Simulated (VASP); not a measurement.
W, 1 atom in the cell. Symmetry: Im-3m, No. 229, cubic system. Conventional cell: a = 3.170 Å, b = 3.170 Å, c = 3.170 Å, α = 90.00°, β = 90.00°, γ = 90.00°. Within 3.6 Å of W (site symmetry m-3m) lie 14 W at 2.75 to 3.17 Å. 

- Program: VASP 6.6.1
- Task: single point
- Functional: PBE
- Potentials or basis: VASP PAW PBE potentials, release 64 (W_sv)
- Cutoff: 500 eV
- k mesh: 7 × 7 × 7
- Occupations: gaussian, width 0.1 eV
- Spin: no spin polarisation
- Dipole correction: no
- Further INCAR settings: ALGO = Normal; EDIFF = 1e-06; NBANDS = 13

Potentials or basis: VASP PAW PBE potentials, release 64 (W_sv).

Run with:

```bash
$ cat potpaw_PBE.64/W_sv/POTCAR > POTCAR
$ mpirun -np 1 vasp_std > vasp.out
```

Hardware: 1 thread of Intel Xeon 6975P-C, on a shared host.

How long does it take, and how much memory?

It took 3.4 s on 1 thread of Intel Xeon 6975P-C (shared host), peak memory 0.12 GiB. Counts: scf iterations 11, k points 20.
